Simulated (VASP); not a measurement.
Wanted: the native input for a VASP 6.6.1 run.

- Task: electric field gradients
- Functional: PBEsol
- Potentials or basis: VASP PAW PBE potentials, release 64 (Ni, Au)
- Cutoff: 520 eV
- k mesh: 18 × 18 × 18
- Occupations: fermi-dirac, width 0.15 eV
- Spin: no spin polarisation
- Dipole correction: no
- Further INCAR settings: ALGO = Normal; EDIFF = 1e-08; NBANDS = 18

The structure of NiAu lies in POSCAR:

```
NiAu
1.0
    1.3830028161      0.7984770480      4.2156384629
   -1.3830028161      0.7984770480      4.2156384629
    0.0000000000     -1.5969540964      4.2156384629
Ni Au
1 1
Direct
    0.5000000000      0.5000000000      0.5000000000
    0.0000000000      0.0000000000      0.0000000000
```

The input as run:

INCAR

```
SYSTEM = NiAu
  PREC = Accurate
  ENCUT = 520
  EDIFF = 1E-8
  ISMEAR = -1
  SIGMA = 0.15
  LREAL = .False.
  LASPH = .True.
  NELM = 120
  ALGO = Normal
  ISIF = 2
  LWAVE = .False.
  LCHARG = .False.
  GGA = PS
  LEFG = .True.
  NBANDS = 18
  GGA_COMPAT = .False.
```

KPOINTS

```
regular mesh
0
Gamma
  18 18 18
  0 0 0
```

Potentials or basis: VASP PAW PBE potentials, release 64 (Ni, Au).

Run with:

```console
$ cat potpaw_PBE.64/Ni/POTCAR potpaw_PBE.64/Au/POTCAR > POTCAR
$ mpirun -np 1 vasp_std > vasp.out
```

It gave:

- Pressure: -0.1 GPa
- Band gap on the k mesh: zero (an odd number of electrons rules out a gap without spin polarisation)
- Largest electric field gradient by atom: Ni -23.6; Au +41.0 V/Å²

Caveat: without QUAD_EFG the Cq values of the log hold for a quadrupole moment of 1 mb, not for the nuclei; the PAW data sets were made with another functional, which shifts forces and pressure a little; spin-orbit coupling is left out, which moves the levels of the heavy elements.

It took 9 min on 1 thread of AMD EPYC 7R43 64-Core Processor (Zen 3) (shared host), peak memory 0.42 GiB.
